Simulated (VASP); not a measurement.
# Ta2Ag (P6/mmm) in VASP: notebook, part 2 of 2

VASP 6.6.1. The steps go on from the part before.

**3. Relaxation of cell and atoms, PBE**

INCAR reads:

```
SYSTEM = Ta2Ag
ALGO = Fast
EDIFF = 1E-7
EDIFFG = -0.01
ENCUT = 600
GGA = PE
IBRION = 2
ISIF = 3
ISMEAR = 0
LASPH = .TRUE.
LCHARG = .FALSE.
LREAL = .FALSE.
LWAVE = .FALSE.
NELM = 100
NSW = 100
PREC = Accurate
SIGMA = 0.1
```

KPOINTS reads:

```
k-points
0
G
  12 12 16
  0 0 0
```

POSCAR reads:

```
Ta2Ag
1.0
    4.8004661522      0.0000000000      0.0000000000
   -2.4002330761      4.1573256378      0.0000000000
    0.0000000000      0.0000000000      2.7642034234
Ta Ag
2 1
Direct
    0.3333333333      0.6666666667      0.5000000000
    0.6666666667      0.3333333333      0.5000000000
    0.0000000000      0.0000000000      0.0000000000
```

Potentials or basis: VASP PAW PBE potentials, release 64 (Ta_pv, Ag).

Launch:

```console
> cat potpaw_PBE.64/Ta_pv/POTCAR potpaw_PBE.64/Ag/POTCAR > POTCAR
> mpirun -np 1 vasp_std > vasp.out
```

OUTCAR:

```text
SYSTEM = Ta2Ag
   EDIFF = 1E-7
   EDIFFG = -0.01
   ENCUT = 600
   GGA = PE
   IBRION = 2
   ISIF = 3
   ISMEAR = 0
   LASPH = .TRUE.
   LREAL = .FALSE.
   NELM = 100
   NSW = 100
   PREC = Accurate

 ion  position               nearest neighbor table
   1  0.333  0.667  0.500-   2 2.77   2 2.77   2 2.77   3 3.10   3 3.10   3 3.10   3 3.10   3 3.10
                             3 3.10
   2  0.667  0.333  0.500-   1 2.77   1 2.77   1 2.77   3 3.10   3 3.10   3 3.10   3 3.10   3 3.10
                             3 3.10
   3  0.000  0.000  0.000-   1 3.10   2 3.10   1 3.10   2 3.10   1 3.10   1 3.10   2 3.10   2 3.10
                             2 3.10   2 3.10   1 3.10   1 3.10

  LATTYP: Found a hexagonal cell.
 ALAT       =     4.8004661522
 C/A-ratio  =     0.5758197924

  Lattice vectors:

 A1 = (   4.8004661522,   0.0000000000,   0.0000000000)
 A2 = (  -2.4002330761,   4.1573256378,   0.0000000000)
 A3 = (   0.0000000000,   0.0000000000,   2.7642034234)

Analysis of symmetry for initial positions (statically):
=====================================================================
 Subroutine PRICEL returns:
 Original cell was already a primitive cell.

 Routine SETGRP: Setting up the symmetry group for a
 hexagonal supercell.

 Subroutine GETGRP returns: Found 24 space group operations
 (whereof 24 operations were pure point group operations)
 out of a pool of 24 trial point group operations.

The static configuration has the point symmetry D_6h.

Analysis of symmetry for dynamics (positions and initial velocities):
=====================================================================
 Subroutine PRICEL returns:
 Original cell was already a primitive cell.

 Routine SETGRP: Setting up the symmetry group for a
 hexagonal supercell.

 Subroutine GETGRP returns: Found 24 space group operations
 (whereof 24 operations were pure point group operations)
 out of a pool of 24 trial point group operations.

The dynamic configuration has the point symmetry D_6h.

 Subroutine INISYM returns: Found 24 space group operations
 (whereof 24 operations are pure point group operations),
 and found     1 'primitive' translations

----------------------------------------------------------------------------------------

                                     Primitive cell

  volume of cell :      55.1655

  direct lattice vectors                    reciprocal lattice vectors
     4.800466152  0.000000000  0.000000000     0.208313103  0.120269626  0.000000000
    -2.400233076  4.157325638  0.000000000     0.000000000  0.240539252  0.000000000
     0.000000000  0.000000000  2.764203423     0.000000000  0.000000000  0.361767876

  length of vectors
     4.800466152  4.800466152  2.764203423     0.240539252  0.240539252  0.361767876

  position of ions in fractional coordinates (direct lattice)
     0.333333333  0.666666667  0.500000000
     0.666666667  0.333333333  0.500000000
     0.000000000  0.000000000  0.000000000

  ion indices of the primitive-cell ions
   primitive index   ion index
                 1           1
                 2           2
[... 23 lines left out ...]
 Subroutine IBZKPT returns following result:
 ===========================================

 Found    171 irreducible k-points:

 Following reciprocal coordinates:
            Coordinates               Weight
  0.000000  0.000000  0.000000      1.000000
  0.083333  0.000000  0.000000      6.000000
  0.166667 -0.000000  0.000000      6.000000
  0.250000  0.000000  0.000000      6.000000
  0.333333 -0.000000  0.000000      6.000000
  0.416667 -0.000000  0.000000      6.000000
[... 16 lines left out ...]
  0.250000  0.000000  0.062500     12.000000
  0.333333 -0.000000  0.062500     12.000000
 [... further k-points ...]
   k-points           NKPTS =    171   k-points in BZ     NKDIM =    171   number of bands    NBANDS=     20
   number of dos      NEDOS =    301   number of ions     NIONS =      3
   total plane-waves  NPLWV =  38400
   dimension x,y,z NGX =    40 NGY =   40 NGZ =   24
   dimension x,y,z NGXF=    80 NGYF=   80 NGZF=   48
   ions per type =               2   1
   NGX,Y,Z   is equivalent  to a cutoff of  13.85, 13.85, 14.43 a.u.
   NGXF,Y,Z  is equivalent  to a cutoff of  27.70, 27.70, 28.87 a.u.
 SYSTEM =  Ta2Ag
   PREC   = accura    normal or accurate (medium, high low for compatibility)
   ISTART =      0    job   : 0-new  1-cont  2-samecut
   ICHARG =      2    charge: 1-file 2-atom 10-const
   ISPIN  =      1    spin polarized calculation?
   LNONCOLLINEAR =      F non collinear calculations
   LSORBIT =      F    spin-orbit coupling
   LASPH  =      T    aspherical Exc in radial PAW
   ENCUT  =  600.0 eV  44.10 Ry    6.64 a.u.   9.59  9.59  5.52*2*pi/ulx,y,z
   NELM   =    100;   NELMIN=  2; NELMDL= -5     # of ELM steps
   EDIFF  = 0.1E-06   stopping-criterion for ELM
   LREAL  =      F    real-space projection
   EDIFFG = -.1E-01   stopping-criterion for IOM
   NSW    =    100    number of steps for IOM
   IBRION =      2    ionic relax: 0-MD 1-quasi-New 2-CG
   NFREE  =      1    steps in history (QN), initial steepest desc. (CG)
   ISIF   =      3    stress and relaxation
   ISYM   =      2    0-nonsym 1-usesym 2-fastsym
   POTIM  = 0.5000    time-step for ionic-motion
   TEBEG  =    0.0;   TEEND  =   0.0 temperature during run
   PSTRESS=    0.0 pullay stress
   NELECT =      33.0000    total number of electrons
   NUPDOWN=      -1.0000    fix difference up-down
   EMIN   =  10.00;   EMAX   =-10.00  energy-range for DOS
   EFERMI =   0.00;   METHOD = LEGACY
   ISMEAR =     0;   SIGMA  =   0.10  broadening in eV -4-tet -1-fermi 0-gaus
   EFERMI_NEDOS =   21; number of points for ismear=-14 and -15
   IALGO  =     68    algorithm
   IMIX   =      4    mixing-type and parameters
     AMIX     =   0.40;   BMIX     =  1.00
     AMIX_MAG =   1.60;   BMIX_MAG =  1.00
  volume/ion in A,a.u.               =      18.39       124.09
  Fermi-wavevector in a.u.,A,eV,Ry     =   1.379400  2.606689 25.888421  1.902745
  Thomas-Fermi vector in A             =   2.504373
   LORBIT       =      0    0 simple, 1 ext, 2 COOP (PROOUT), +10 PAW based schemes
   GGA     = PE    functional components
   LHFCALC =     F    Hartree Fock is set to
   AEXX    =    0.0000 exact exchange contribution
   IVDW    =     0    specifies the selected vdW correction
   LEPSILON=     F    determine dielectric tensor
   LRPA    =     F    only Hartree local field effects (RPA)
 conjugate gradient relaxation of ions
 non-spin polarized calculation
 RMM-DIIS sequential band-by-band and
 Gauss-broadening in eV      SIGMA  =   0.10
  energy-cutoff  :      600.00
  volume of cell :       55.17
 maximum number of plane-waves:      1863
 NGX is ok and might be reduce to    40
   NGX = 19   NGY = 19   NGZ = 11

 number of electron      33.0000002 magnetization

 Free energy of the ion-electron system (eV)
  ---------------------------------------------------
  ext. energy  EPLUGINS =         0.00000000
  ---------------------------------------------------
  free energy    TOTEN  =       -24.59300602 eV

  energy without entropy =      -24.57053839  energy(sigma->0) =      -24.58177221

 E-fermi :   6.2365     XC(G=0): -12.2891

 val. band max:        6.2236473262   @ k =   0.2500   0.0000   0.0625
 cond. band min:       6.2376317496   @ k =   0.0833   0.0833   0.0000
 fundamental gap:      0.0139844234
 Fermi energy:         6.2364502946

 k-point     1 :       0.0000    0.0000    0.0000
  band No.  band energies     occupation
      1     -28.1089      2.00000
      2     -28.1089      2.00000
      3     -27.4086      2.00000
      4     -27.4086      2.00000
      5     -27.3259      2.00000
      6     -27.1842      2.00000
[... 541 lines left out ...]
     19       9.2243      0.00000
     20       9.3343      0.00000

 [... further k-points ...]

------------------------ aborting loop because EDIFF is reached ----------------------------------------

  FORCE on cell =-STRESS in cart. coord.  units (eV):
  Direction    XX          YY          ZZ          XY          YZ          ZX
  --------------------------------------------------------------------------------------
  -------------------------------------------------------------------------------------
  Total       -0.0001084     -0.0001084      0.0065653      0.0000000      0.0000000      0.0000000
  in kB       -0.0031488     -0.0031488      0.1906771      0.0000000      0.0000000      0.0000000
  external PRESSURE =       0.0614598 kB  Pullay stress =       0.0000000 kB

 VOLUME and BASIS-vectors are now :
 -----------------------------------------------------------------------------
  energy-cutoff  :      600.00
  volume of cell :       55.17
      direct lattice vectors                 reciprocal lattice vectors
     4.800466152  0.000000000  0.000000000     0.208313103  0.120269626  0.000000000
    -2.400233076  4.157325638  0.000000000     0.000000000  0.240539252  0.000000000
     0.000000000  0.000000000  2.764203423     0.000000000  0.000000000  0.361767876

 POSITION                                       TOTAL-FORCE (eV/Angst)
 -----------------------------------------------------------------------------------
     -0.00000      2.77155      1.38210        -0.000000      0.000000      0.000000
      2.40023      1.38578      1.38210         0.000000     -0.000000     -0.000000
      0.00000      0.00000      0.00000         0.000000      0.000000      0.000000
 -----------------------------------------------------------------------------------
    total drift:                                0.000000     -0.000000      0.000000

  FREE ENERGIE OF THE ION-ELECTRON SYSTEM (eV)
  ---------------------------------------------------
  free  energy   TOTEN  =       -24.5930060194 eV

  energy  without entropy=      -24.5705383938  energy(sigma->0) =      -24.58177221

 reached required accuracy - stopping structural energy minimisation
```

It took 2.4 min on 1 thread of Intel Xeon 6975P-C (Granite Rapids), shared host; peak memory 0.36 GiB.

Results:

* Free energy: -24.5930 eV
* Pressure after relaxing: 0.0 GPa
* Band gap on the k mesh: zero (an odd number of electrons rules out a gap without spin polarisation)

Final structure:
```yaml
crystal:
  lattice:
    - [4.80047, 0.00000, 0.00000]
    - [-2.40023, 4.15733, 0.00000]
    - [0.00000, 0.00000, 2.76420]
  atoms:
    - { symbol: Ta, position: [0.33333, 0.66667, 0.50000] }
    - { symbol: Ta, position: [0.66667, 0.33333, 0.50000] }
    - { symbol: Ag, position: [0.00000, 0.00000, 0.00000] }
```

Caveat: spin-orbit coupling is left out, which moves the levels of the heavy elements.
